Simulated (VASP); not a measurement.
A run of VASP 6.6.1:

File INCAR:

```
SYSTEM = Si5C3
PREC = Accurate
ENCUT = 520
EDIFF = 1E-6
ISMEAR = 0
SIGMA = 0.1
LREAL = Auto
LASPH = .TRUE.
NELM = 100
ALGO = Normal
ISIF = 2
LWAVE = .FALSE.
LCHARG = .FALSE.
GGA = PE
NBANDS = 46
```

File KPOINTS:

```
regular mesh
0
G
  6 6 6
  0 0 0
```

File POSCAR:

```
Si5C3
1.0
   -4.6793530000      4.6798890000     -0.0001290000
   -4.6791710000      0.0000540000      4.6789200000
    0.0359390000      4.7156990000      4.7149130000
C Si
6 10
Direct
    0.9887161651      0.9911465228      0.0298895284
    0.4989151105      0.9959112208      0.0049583111
    0.9939350109      0.5009153969      0.0050191116
    0.4988847039      0.5009940196      0.0049605943
    0.4999991261      0.5015137096      0.4975861348
    0.8887570285      0.8921535277      0.3281423361
    0.9839837945      0.9859902617      0.4865849998
    0.5412431804      0.9864532252      0.4866570044
    0.9837780462      0.5446524690      0.4865308220
    0.3950452525      0.8530172301      0.3551991992
    0.8514761458      0.3971191508      0.3552504902
    0.8606763554      0.8627544906      0.9077537777
    0.3948415487      0.3975622322      0.3552001393
    0.3673567766      0.8628136140      0.9078157658
    0.8606605394      0.3696814619      0.9077040045
    0.3720443758      0.3739957380      0.8807093208
```

Potentials or basis: VASP PAW PBE potentials, release 64 (C, Si).

Run with:

```bash
$ cat potpaw_PBE.64/C/POTCAR potpaw_PBE.64/Si/POTCAR > POTCAR
$ mpirun -np 1 vasp_std > vasp.out
```

Hardware: 1 thread of Oxide Virtual Turin-like Processor (shared host).

Task: Estimate the wall time of this run.

Result: Wall time 37 min on 1 thread of Oxide Virtual Turin-like Processor (shared host), peak memory 0.72 GiB. Counts: scf iterations 16, k points 112.
